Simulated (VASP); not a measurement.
# GaP (Fm-3m) in VASP: notebook

The runs below take GaP through single point, relaxation of cell and atoms, with PBE.

All numbers are computed with VASP 6.6.1; they aren't measurements. Logs are shortened: lines on timing, memory, paths and dates and some standing lists are left out, and cuts for length are marked.

## (1) The cell of the first run

It takes space group Fm-3m (No. 225, cubic). Conventional cell: a = 5.161 Å, b = 5.161 Å, c = 5.161 Å, α = 90.00°, β = 90.00°, γ = 90.00°. Ga (site symmetry m-3m) has 6 P at 2.58 Å within 3.4 Å. Within 3.4 Å of P (site symmetry m-3m) lie 6 Ga at 2.58 Å.

## (2) Single point, PBE

INCAR reads:

```
PREC     = Accurate       # precision mode
ENCUT    = 520            # plane-wave cutoff, eV
EDIFF    = 1E-6           # SCF threshold, eV
ISMEAR   = -1             # smearing method
SIGMA    = 0.02           # smearing width, eV
LREAL    = F              # projectors in reciprocal space
LASPH    = T              # aspherical terms in the spheres
NELM     = 100            # most SCF steps
ALGO     = Normal         # electronic algorithm
ISIF     = 2              # what is computed and relaxed
LWAVE    = F              # write WAVECAR
LCHARG   = F              # write CHGCAR
GGA      = PE             # functional
NBANDS   = 16             # bands
```

KPOINTS reads:

```
regular mesh
0
Gamma
  8 8 8
```

POSCAR reads:

```
GaP
1.0
    0.0000000000      2.5803118797      2.5803118797
    2.5803118797      0.0000000000      2.5803118797
    2.5803118797      2.5803118797      0.0000000000
Ga P
1 1
Direct
    0.0000000000      0.0000000000      0.0000000000
    0.5000000000      0.5000000000      0.5000000000
```

Potentials or basis: VASP PAW PBE potentials, release 64 (Ga_d, P).

Launch:

```
$ cat potpaw_PBE.64/Ga_d/POTCAR potpaw_PBE.64/P/POTCAR > POTCAR
$ mpirun -np 1 vasp_std > vasp.out
```

OUTCAR:

```text
PREC = Accurate
   ENCUT = 520
   EDIFF = 1E-6
   ISMEAR = -1
   LREAL = F
   LASPH = T
   NELM = 100
   ISIF = 2
   GGA = PE

 ion  position               nearest neighbor table
   1  0.000  0.000  0.000-   2 2.58   2 2.58   2 2.58   2 2.58   2 2.58   2 2.58
   2  0.500  0.500  0.500-   1 2.58   1 2.58   1 2.58   1 2.58   1 2.58   1 2.58

  LATTYP: Found a face centered cubic cell.
 ALAT       =     5.1606237594

  Lattice vectors:

 A1 = (   0.0000000000,   2.5803118797,   2.5803118797)
 A2 = (   2.5803118797,   0.0000000000,   2.5803118797)
 A3 = (   2.5803118797,   2.5803118797,   0.0000000000)

Analysis of symmetry for initial positions (statically):
=====================================================================
 Subroutine PRICEL returns:
 Original cell was already a primitive cell.

 Routine SETGRP: Setting up the symmetry group for a
 face centered cubic supercell.

 Subroutine GETGRP returns: Found 48 space group operations
 (whereof 48 operations were pure point group operations)
 out of a pool of 48 trial point group operations.

The static configuration has the point symmetry O_h .

Analysis of symmetry for dynamics (positions and initial velocities):
=====================================================================
 Subroutine PRICEL returns:
 Original cell was already a primitive cell.

 Routine SETGRP: Setting up the symmetry group for a
 face centered cubic supercell.

 Subroutine GETGRP returns: Found 48 space group operations
 (whereof 48 operations were pure point group operations)
 out of a pool of 48 trial point group operations.

The dynamic configuration has the point symmetry O_h .

 Subroutine INISYM returns: Found 48 space group operations
 (whereof 48 operations are pure point group operations),
 and found     1 'primitive' translations

----------------------------------------------------------------------------------------

                                     Primitive cell

  volume of cell :      34.3595

  direct lattice vectors                    reciprocal lattice vectors
     0.000000000  2.580311880  2.580311880    -0.193775025  0.193775025  0.193775025
     2.580311880  0.000000000  2.580311880     0.193775025 -0.193775025  0.193775025
     2.580311880  2.580311880  0.000000000     0.193775025  0.193775025 -0.193775025

  length of vectors
     3.649112055  3.649112055  3.649112055     0.335628189  0.335628189  0.335628189

  position of ions in fractional coordinates (direct lattice)
[... 66 lines left out ...]
   ions per type =               1   1
   NGX,Y,Z   is equivalent  to a cutoff of  12.76, 12.76, 12.76 a.u.
   NGXF,Y,Z  is equivalent  to a cutoff of  25.51, 25.51, 25.51 a.u.
 SYSTEM =  unknown system
   PREC   = accura    normal or accurate (medium, high low for compatibility)
   ISTART =      0    job   : 0-new  1-cont  2-samecut
   ICHARG =      2    charge: 1-file 2-atom 10-const
   ISPIN  =      1    spin polarized calculation?
   LNONCOLLINEAR =      F non collinear calculations
   LSORBIT =      F    spin-orbit coupling
   LASPH  =      T    aspherical Exc in radial PAW
   ENCUT  =  520.0 eV  38.22 Ry    6.18 a.u.   6.78  6.78  6.78*2*pi/ulx,y,z
   NELM   =    100;   NELMIN=  2; NELMDL= -5     # of ELM steps
   EDIFF  = 0.1E-05   stopping-criterion for ELM
   LREAL  =      F    real-space projection
[... 7 lines left out ...]
   TEBEG  =    0.0;   TEEND  =   0.0 temperature during run
   PSTRESS=    0.0 pullay stress
   NELECT =      18.0000    total number of electrons
   NUPDOWN=      -1.0000    fix difference up-down
   EMIN   =  10.00;   EMAX   =-10.00  energy-range for DOS
   EFERMI =   0.00;   METHOD = LEGACY
   ISMEAR =    -1;   SIGMA  =   0.02  broadening in eV -4-tet -1-fermi 0-gaus
   EFERMI_NEDOS =   21; number of points for ismear=-14 and -15
   IALGO  =     38    algorithm
   IMIX   =      4    mixing-type and parameters
     AMIX     =   0.40;   BMIX     =  1.00
     AMIX_MAG =   1.60;   BMIX_MAG =  1.00
  volume/ion in A,a.u.               =      17.18       115.93
  Fermi-wavevector in a.u.,A,eV,Ry     =   1.319725  2.493919 23.696917  1.741674
  Thomas-Fermi vector in A             =   2.449603
   LORBIT       =      0    0 simple, 1 ext, 2 COOP (PROOUT), +10 PAW based schemes
   GGA     = PE    functional components
[... 5 lines left out ...]
 non-spin polarized calculation
  energy-cutoff  :      520.00
  volume of cell :       34.36
 maximum number of plane-waves:       941
   NGX = 13   NGY = 13   NGZ = 13

 number of electron      18.0000009 magnetization

 Free energy of the ion-electron system (eV)
  ---------------------------------------------------
  ext. energy  EPLUGINS =         0.00000000
  ---------------------------------------------------
  free energy    TOTEN  =        -8.30604560 eV

  energy without entropy =       -8.30289243  energy(sigma->0) =       -8.30446902

 E-fermi :   6.3843     XC(G=0): -10.9629

 val. band max:        6.3769907601   @ k =   0.2500   0.0000   0.0000
 cond. band min:       6.3902919147   @ k =   0.0000   0.0000   0.0000
 fundamental gap:      0.0133011546
 Fermi energy:         6.3842857896

 k-point     1 :       0.0000    0.0000    0.0000
  band No.  band energies     occupation
      1      -8.2498      2.00000
      2      -8.2498      2.00000
      3      -8.2257      2.00000
      4      -8.2257      2.00000
      5      -8.2257      2.00000
      6      -6.7846      2.00000
[... 433 lines left out ...]
      3      -8.2217      2.00000
      4      -8.1991      2.00000
      5      -8.1739      2.00000
      6      -3.4838      2.00000
[... 8 lines left out ...]
     15      17.2730      0.00000
     16      20.5195      0.00000

 [... further k-points ...]

------------------------ aborting loop because EDIFF is reached ----------------------------------------

  FORCE on cell =-STRESS in cart. coord.  units (eV):
  Direction    XX          YY          ZZ          XY          YZ          ZX
  --------------------------------------------------------------------------------------
  -------------------------------------------------------------------------------------
  Total        0.0119055      0.0119055      0.0119055      0.0000000      0.0000000     -0.0000000
  in kB        0.5551514      0.5551514      0.5551514      0.0000000      0.0000000     -0.0000000
  external PRESSURE =       0.5551514 kB  Pullay stress =       0.0000000 kB

 VOLUME and BASIS-vectors are now :
 -----------------------------------------------------------------------------
  energy-cutoff  :      520.00
  volume of cell :       34.36
      direct lattice vectors                 reciprocal lattice vectors
     0.000000000  2.580311880  2.580311880    -0.193775025  0.193775025  0.193775025
     2.580311880  0.000000000  2.580311880     0.193775025 -0.193775025  0.193775025
     2.580311880  2.580311880  0.000000000     0.193775025  0.193775025 -0.193775025

 POSITION                                       TOTAL-FORCE (eV/Angst)
 -----------------------------------------------------------------------------------
      0.00000      0.00000      0.00000        -0.000000      0.000000      0.000000
      2.58031      2.58031      2.58031         0.000000     -0.000000     -0.000000
 -----------------------------------------------------------------------------------
    total drift:                               -0.000000      0.000000      0.000000

  FREE ENERGIE OF THE ION-ELECTRON SYSTEM (eV)
  ---------------------------------------------------
  free  energy   TOTEN  =        -8.3060456048 eV

  energy  without entropy=       -8.3028924288  energy(sigma->0) =       -8.30446902
```

It took 14 s on 1 thread of AMD EPYC 7R13, shared host; peak memory 0.13 GiB.

Results:

| Item | Value |
| --- | --- |
| Free energy | -8.3060 eV |
| Pressure | 0.1 GPa |
| Band gap on the k mesh | zero (band 9 reaches 6.85 eV, above the bottom of band 10 at 3.74 eV) |

## (3) Relaxation of cell and atoms, PBE

This run uses another cell than the first one, of 14.06 Å³/atom, 0.819 times its volume.

INCAR reads:

```
SYSTEM = GaP
  PREC = Accurate
  ENCUT = 600
  EDIFF = 1E-7
  ISMEAR = -1
  SIGMA = 0.02
  LREAL = .FALSE.
  LASPH = .TRUE.
  NELM = 60
  ALGO = Normal
  ISIF = 3
  LWAVE = .FALSE.
  LCHARG = .FALSE.
  GGA = PE
  IBRION = 2
  NSW = 80
  EDIFFG = -0.005
```

KPOINTS reads:

```
Automatic mesh
0
G
  8 8 8
  0 0 0
```

POSCAR reads:

```
GaP
1.0
    0.0000000000      2.4137060000      2.4137060000
    2.4137060000      0.0000000000      2.4137060000
    2.4137060000      2.4137060000      0.0000000000
Ga P
1 1
Direct
    0.0000000000      0.0000000000      0.0000000000
    0.5000000000      0.5000000000      0.5000000000
```

Potentials or basis: VASP PAW PBE potentials, release 64 (Ga_d, P).

Launch:

```
$ cat potpaw_PBE.64/Ga_d/POTCAR potpaw_PBE.64/P/POTCAR > POTCAR
$ mpirun -np 1 vasp_std > vasp.out
```

Run time: 35 s. Hardware: 1 thread of AMD EPYC 7R13, shared host; peak memory 0.14 GiB.

It converged, with:

```yaml
Free_energy: -8.3049 eV
Relaxed_volume: 17.18 Å³/atom
Relaxed_cell: a = 3.649 Å, b = 3.649 Å, c = 3.649 Å, α = 60.00°, β = 60.00°, γ = 60.00°
Space_group_after_relaxing_to_0.05_Å: Fm-3m (No. 225)
Energy_gained_by_relaxing: 222.7 meV/atom
Ionic_steps: 3
Pressure_after_relaxing: 0.0 GPa
Band_gap_on_the_k_mesh: zero (band 9 reaches 6.85 eV, above the bottom of band 10 at 3.74 eV)
```

The path:
| step | energy change (eV) | largest force (eV/Å) | pressure (GPa) | volume (Å³) |
| --- | --- | --- | --- | --- |
| 1 | 0.0000 | 0.0000 | 27.51 | 28.12 |
| 2 | -0.3049 | 0.0000 | -8.38 | 39.14 |
| 3 | -0.4454 | 0.0000 | 0.04 | 34.37 |

Final structure:
```yaml
crystal:
  lattice:
    - [0.00000, 2.58045, 2.58045]
    - [2.58045, 0.00000, 2.58045]
    - [2.58045, 2.58045, 0.00000]
  atoms:
    - { symbol: Ga, position: [0.00000, 0.00000, 0.00000] }
    - { symbol: P, position: [0.50000, 0.50000, 0.50000] }
```

Levels at points of the mesh, in eV from the Fermi level:
| k point | band 7 | band 8 | band 9 | band 10 | band 11 | band 12 |
| --- | --- | --- | --- | --- | --- | --- |
| (0.00, 0.00, 0.00) | 0.01 | 0.01 | 0.01 | 1.43 | 7.10 | 7.10 |
| (0.50, 0.00, 0.00) | -7.77 | 0.18 | 0.18 | 3.06 | 3.06 | 3.15 |
| (0.50, 0.50, 0.00) | -5.80 | -3.12 | -2.64 | -2.64 | 3.43 | 10.89 |

Caveat: the volume moved by over 15 % at a fixed basis, so the end points are rough.
